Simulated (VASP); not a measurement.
# InP in VASP: a series of runs

The runs below take InP through single point, with PBE.

Program: VASP 6.6.1. These are calculated values, not measurements. Logs are shortened: lines on timing, memory, paths and dates and some standing lists are left out, and cuts for length are marked.

### Step 1. The cell of the first run

Symmetry: F-43m, No. 216, cubic system. Conventional cell: a = 5.861 Å, b = 5.861 Å, c = 5.861 Å, α = 90.00°, β = 90.00°, γ = 90.00°. Within 3.3 Å of In (site symmetry -43m) lie 4 P at 2.54 Å. P (site symmetry -43m) has 4 In at 2.54 Å within 3.3 Å.

### Step 2. Single point, PBE

INCAR reads:

```
SYSTEM = InP
  ALGO = Normal
  EDIFF = 1E-6
  ENCUT = 520
  GGA = PE
  ISIF = 2
  ISMEAR = -1
  LASPH = .TRUE.
  LCHARG = .TRUE.
  LELF = .TRUE.
  LREAL = .FALSE.
  LVHAR = .TRUE.
  LWAVE = .FALSE.
  NBANDS = 16
  NELM = 80
  PREC = Accurate
  SIGMA = 0.05
```

KPOINTS reads:

```
k-points
0
G
  6 6 6
  0 0 0
```

POSCAR reads:

```
InP
1.0
    0.0000000000      2.9305000000      2.9305000000
    2.9305000000      0.0000000000      2.9305000000
    2.9305000000      2.9305000000      0.0000000000
In P
1 1
Direct
    0.0000000000      0.0000000000      0.0000000000
    0.2500000000      0.2500000000      0.2500000000
```

Potentials or basis: VASP PAW PBE potentials, release 64 (In_d, P).

Started as:

```
cat potpaw_PBE.64/In_d/POTCAR potpaw_PBE.64/P/POTCAR > POTCAR
mpirun -np 1 vasp_std > vasp.out
```

OUTCAR:

```text
SYSTEM = InP
   EDIFF = 1E-6
   ENCUT = 520
   GGA = PE
   ISIF = 2
   ISMEAR = -1
   LASPH = .TRUE.
   LREAL = .FALSE.
   NELM = 80
   PREC = Accurate

 ion  position               nearest neighbor table
   1  0.000  0.000  0.000-   2 2.54   2 2.54   2 2.54   2 2.54
   2  0.250  0.250  0.250-   1 2.54   1 2.54   1 2.54   1 2.54

  LATTYP: Found a face centered cubic cell.
 ALAT       =     5.8610000000

  Lattice vectors:

 A1 = (   0.0000000000,   2.9305000000,   2.9305000000)
 A2 = (   2.9305000000,   0.0000000000,   2.9305000000)
 A3 = (   2.9305000000,   2.9305000000,   0.0000000000)

Analysis of symmetry for initial positions (statically):
=====================================================================
 Subroutine PRICEL returns:
 Original cell was already a primitive cell.

 Routine SETGRP: Setting up the symmetry group for a
 face centered cubic supercell.

 Subroutine GETGRP returns: Found 24 space group operations
 (whereof 24 operations were pure point group operations)
 out of a pool of 48 trial point group operations.

The static configuration has the point symmetry T_d .

Analysis of symmetry for dynamics (positions and initial velocities):
=====================================================================
 Subroutine PRICEL returns:
 Original cell was already a primitive cell.

 Routine SETGRP: Setting up the symmetry group for a
 face centered cubic supercell.

 Subroutine GETGRP returns: Found 24 space group operations
 (whereof 24 operations were pure point group operations)
 out of a pool of 48 trial point group operations.

The dynamic configuration has the point symmetry T_d .

 Subroutine INISYM returns: Found 24 space group operations
 (whereof 24 operations are pure point group operations),
 and found     1 'primitive' translations

----------------------------------------------------------------------------------------

                                     Primitive cell

  volume of cell :      50.3333

  direct lattice vectors                    reciprocal lattice vectors
     0.000000000  2.930500000  2.930500000    -0.170619348  0.170619348  0.170619348
     2.930500000  0.000000000  2.930500000     0.170619348 -0.170619348  0.170619348
     2.930500000  2.930500000  0.000000000     0.170619348  0.170619348 -0.170619348

  length of vectors
     4.144352845  4.144352845  4.144352845     0.295521380  0.295521380  0.295521380

  position of ions in fractional coordinates (direct lattice)
[... 68 lines left out ...]
   ENCUT  =  520.0 eV  38.22 Ry    6.18 a.u.   7.71  7.71  7.71*2*pi/ulx,y,z
   NELM   =     80;   NELMIN=  2; NELMDL= -5     # of ELM steps
   EDIFF  = 0.1E-05   stopping-criterion for ELM
   LREAL  =      F    real-space projection
   EDIFFG = 0.1E-04   stopping-criterion for IOM
   NSW    =      0    number of steps for IOM
   IBRION =     -1    ionic relax: 0-MD 1-quasi-New 2-CG
   NFREE  =      0    steps in history (QN), initial steepest desc. (CG)
   ISIF   =      2    stress and relaxation
   ISYM   =      2    0-nonsym 1-usesym 2-fastsym
   POTIM  = 0.5000    time-step for ionic-motion
   TEBEG  =    0.0;   TEEND  =   0.0 temperature during run
   PSTRESS=    0.0 pullay stress
   NELECT =      18.0000    total number of electrons
   NUPDOWN=      -1.0000    fix difference up-down
   EMIN   =  10.00;   EMAX   =-10.00  energy-range for DOS
   EFERMI =   0.00;   METHOD = LEGACY
   ISMEAR =    -1;   SIGMA  =   0.05  broadening in eV -4-tet -1-fermi 0-gaus
   EFERMI_NEDOS =   21; number of points for ismear=-14 and -15
   IALGO  =     38    algorithm
   IMIX   =      4    mixing-type and parameters
     AMIX     =   0.40;   BMIX     =  1.00
     AMIX_MAG =   1.60;   BMIX_MAG =  1.00
  volume/ion in A,a.u.               =      25.17       169.83
  Fermi-wavevector in a.u.,A,eV,Ry     =   1.162021  2.195901 18.371846  1.350293
  Thomas-Fermi vector in A             =   2.298587
   LORBIT       =      0    0 simple, 1 ext, 2 COOP (PROOUT), +10 PAW based schemes
   GGA     = PE    functional components
   LHFCALC =     F    Hartree Fock is set to
   AEXX    =    0.0000 exact exchange contribution
   IVDW    =     0    specifies the selected vdW correction
   LEPSILON=     F    determine dielectric tensor
   LRPA    =     F    only Hartree local field effects (RPA)
 non-spin polarized calculation
  energy-cutoff  :      520.00
  volume of cell :       50.33
 maximum number of plane-waves:      1380
   NGX = 15   NGY = 15   NGZ = 15

 number of electron      18.0000005 magnetization

 Free energy of the ion-electron system (eV)
  ---------------------------------------------------
  ext. energy  EPLUGINS =         0.00000000
  ---------------------------------------------------
  free energy    TOTEN  =        -8.37009148 eV

  energy without entropy =       -8.37008065  energy(sigma->0) =       -8.37008607

 E-fermi :   5.5778     XC(G=0):  -9.2805

 val. band max:        5.1949463303   @ k =   0.0000   0.0000   0.0000
 cond. band min:       5.9049682368   @ k =   0.0000   0.0000   0.0000
 fundamental gap:      0.7100219065
 Fermi energy:         5.5777610425

 k-point     1 :       0.0000    0.0000    0.0000
  band No.  band energies     occupation
      1      -8.9980      2.00000
      2      -8.9980      2.00000
      3      -8.9980      2.00000
      4      -8.8462      2.00000
      5      -8.8462      2.00000
      6      -6.3231      2.00000
[... 281 lines left out ...]
      3      -8.9015      2.00000
      4      -8.8745      2.00000
      5      -8.8243      2.00000
      6      -3.8847      2.00000
[... 8 lines left out ...]
     15      16.4504      0.00000
     16      17.1577      0.00000

------------------------ aborting loop because EDIFF is reached ----------------------------------------

  FORCE on cell =-STRESS in cart. coord.  units (eV):
  Direction    XX          YY          ZZ          XY          YZ          ZX
  --------------------------------------------------------------------------------------
  -------------------------------------------------------------------------------------
  Total        1.0296110      1.0296110      1.0296110      0.0000000      0.0000000      0.0000000
  in kB       32.7739354     32.7739354     32.7739354      0.0000000      0.0000000      0.0000000
  external PRESSURE =      32.7739354 kB  Pullay stress =       0.0000000 kB

 VOLUME and BASIS-vectors are now :
 -----------------------------------------------------------------------------
  energy-cutoff  :      520.00
  volume of cell :       50.33
      direct lattice vectors                 reciprocal lattice vectors
     0.000000000  2.930500000  2.930500000    -0.170619348  0.170619348  0.170619348
     2.930500000  0.000000000  2.930500000     0.170619348 -0.170619348  0.170619348
     2.930500000  2.930500000  0.000000000     0.170619348  0.170619348 -0.170619348

 POSITION                                       TOTAL-FORCE (eV/Angst)
 -----------------------------------------------------------------------------------
      0.00000      0.00000      0.00000         0.000000      0.000000      0.000000
      1.46525      1.46525      1.46525        -0.000000     -0.000000     -0.000000
 -----------------------------------------------------------------------------------
    total drift:                               -0.000000     -0.000000     -0.000000

  FREE ENERGIE OF THE ION-ELECTRON SYSTEM (eV)
  ---------------------------------------------------
  free  energy   TOTEN  =        -8.3700914787 eV

  energy  without entropy=       -8.3700806526  energy(sigma->0) =       -8.37008607
```

Run time: 19 s. Hardware: 1 thread of AMD EPYC 7R13, shared host; peak memory 0.17 GiB.

What came out:

```yaml
Free_energy: -8.3701 eV
Pressure: 3.3 GPa
Band_gap_on_the_k_mesh: 0.71 eV, direct
```

Levels at points of the mesh, in eV from the valence-band top:
| k point | band 6 | band 7 | band 8 | band 9 | band 10 | band 11 | band 12 | band 13 |
| --- | --- | --- | --- | --- | --- | --- | --- | --- |
| (0.00, 0.00, 0.00) | -11.52 | 0.00 | 0.00 | 0.00 | 0.71 | 4.09 | 4.09 | 4.09 |
| (0.50, 0.00, 0.00) | -9.79 | -5.73 | -0.97 | -0.97 | 1.50 | 4.81 | 4.81 | 7.10 |
| (0.50, 0.50, 0.00) | -9.14 | -5.75 | -2.32 | -2.32 | 1.76 | 2.27 | 9.21 | 9.59 |

Caveat: spin-orbit coupling is left out, which moves the levels of the heavy elements.

### Step 3. Single point, PBE

This run uses another cell than the first one, of 24.66 Å³/atom, 0.980 times its volume.

INCAR reads:

```
SYSTEM = InP
PREC = Accurate
ENCUT = 520
EDIFF = 1E-6
ISMEAR = -1
SIGMA = 0.05
LREAL = .FALSE.
LASPH = .TRUE.
NELM = 80
ALGO = Normal
ISIF = 2
LWAVE = .FALSE.
LCHARG = .FALSE.
GGA = PE
NBANDS = 16
```

KPOINTS reads:

```
regular mesh
0
G
  6 6 6
  0 0 0
```

POSCAR reads:

```
InP
1.0
    0.0000000000      2.9305000000      2.8718900000
    2.9305000000      0.0000000000      2.8718900000
    2.9305000000      2.9305000000      0.0000000000
In P
1 1
Direct
    0.0000000000      0.0000000000      0.0000000000
    0.2500000000      0.2500000000      0.2500000000
```

Potentials or basis: VASP PAW PBE potentials, release 64 (In_d, P).

Started as:

```
cat potpaw_PBE.64/In_d/POTCAR potpaw_PBE.64/P/POTCAR > POTCAR
mpirun -np 1 vasp_std > vasp.out
```

It took 31 s on 1 thread of AMD EPYC 7R13, shared host; peak memory 0.18 GiB.

Results (log left out):

- Free energy: -8.3428 eV
- Pressure: 4.8 GPa
- Band gap on the k mesh: 0.76 eV, direct

Stress tensor (GPa, compression positive):
```
4.59 0.00 0.00
0.00 4.59 0.00
0.00 0.00 5.34
```

Levels at points of the mesh, in eV from the valence-band top:
| k point | band 5 | band 6 | band 7 | band 8 | band 9 | band 10 | band 11 | band 12 | band 13 | band 14 |
| --- | --- | --- | --- | --- | --- | --- | --- | --- | --- | --- |
| (0.00, 0.00, 0.00) | -14.13 | -11.72 | -0.09 | -0.09 | 0.00 | 0.76 | 4.01 | 4.04 | 4.04 | 8.61 |
| (0.50, 0.00, 0.00) | -14.12 | -9.93 | -5.90 | -1.13 | -1.00 | 1.48 | 4.68 | 4.83 | 7.08 | 9.50 |
| (0.50, 0.50, 0.00) | -14.09 | -9.20 | -5.82 | -2.53 | -2.53 | 1.59 | 2.08 | 9.41 | 9.65 | 9.65 |
| (0.50, 0.00, 0.50) | -14.10 | -9.27 | -5.95 | -2.42 | -2.41 | 1.70 | 2.26 | 9.21 | 9.60 | 9.70 |

Caveat: spin-orbit coupling is left out, which moves the levels of the heavy elements. As with any semilocal functional, this PBE gap is likely too small.
